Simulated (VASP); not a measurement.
NaF: single point with PBEsol

The system is NaF.

```
Na F
1.0
     0.00000    2.32330    2.20714
     2.32330    0.00000    2.20714
     2.32330    2.32330    0.00000
Na F
1 1
Direct
  0.00000 0.00000 0.00000
  0.50000 0.50000 0.50000
```

This cell differs from its parent crystal: strain +0.000 along x and y, -0.050 along z.

- Program: VASP 6.6.1
- Task: single point
- Functional: PBEsol
- Potentials or basis: VASP PAW PBE potentials, release 64 (Na_pv, F)
- Cutoff: 520 eV
- k mesh: 8 × 8 × 8
- Occupations: gaussian, width 0.05 eV
- Spin: no spin polarisation

```json
{
 "Pressure": "2.5 GPa",
 "Band gap on the k mesh": "6.38 eV, direct"
}
```

Stress tensor (GPa, compression positive):
```
0.54 0.00 0.00
0.00 0.54 0.00
0.00 0.00 6.40
```

Levels at points of the mesh, in eV from the valence-band top:
| k point | band 3 | band 4 | band 5 | band 6 | band 7 | band 8 | band 9 | band 10 | band 11 | band 12 |
| --- | --- | --- | --- | --- | --- | --- | --- | --- | --- | --- |
| (0.00, 0.00, 0.00) | -18.64 | -18.63 | 0.00 | 0.00 | 0.00 | 6.38 | 19.04 | 19.04 | 19.42 | 21.95 |
| (0.50, 0.00, 0.00) | -18.64 | -17.87 | -1.72 | -0.31 | -0.27 | 10.86 | 12.69 | 19.96 | 20.98 | 22.97 |
| (0.50, 0.50, 0.00) | -18.72 | -18.72 | -1.30 | -0.50 | -0.50 | 12.90 | 13.80 | 14.10 | 19.79 | 19.79 |
| (0.50, 0.00, 0.50) | -18.70 | -18.69 | -1.40 | -0.43 | -0.37 | 13.10 | 13.42 | 13.89 | 20.17 | 20.68 |

Run time: 7.8 s on 1 thread of Intel(R) Xeon(R) Platinum 8375C CPU @ 2.90GHz (Ice Lake), on a shared host, peak memory 0.14 GiB.

Caveat: the cell differs from its parent crystal (strain +0.000 along x and y, -0.050 along z); the PAW data sets were made with another functional, which shifts forces and pressure a little.
